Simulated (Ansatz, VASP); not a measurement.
**Ti: VASP beside Ansatz**

```xyz
2
Lattice="3.0489 0.0000 0.0000 -1.5244 2.6404 0.0000 0.0000 0.0000 4.8203" Properties=species:S:1:pos:R:3 pbc="T T T"
Ti    0.0000    1.7603    1.2051
Ti    1.5244    0.8801    3.6152
```

Alike in both runs: task single point; functional r2SCAN; k mesh 20 × 20 × 11; occupations fermi-dirac, width 0.1 eV; no spin polarisation.

```csv
,VASP,Ansatz
version,VASP 6.6.1,Ansatz 0.2.0
potentials or method,"VASP PAW PBE potentials, release 64 (Ti_sv), cutoff 520 eV","plane waves (500 eV) with PAW, scalar-relativistic"
valence electrons in the cell,24,24
```

|  | VASP | Ansatz | Ansatz less VASP |
| --- | --- | --- | --- |
| pressure (GPa) | -10.5 | -10.8 | -0.29 |
| traceless stress, the component that is largest in VASP (GPa) | 0.06 | 0.04 | -0.016 |

VASP's potentials were made for PBE, not for r2SCAN. The functional is the same, so the differences come from potentials, cutoffs and numerics.
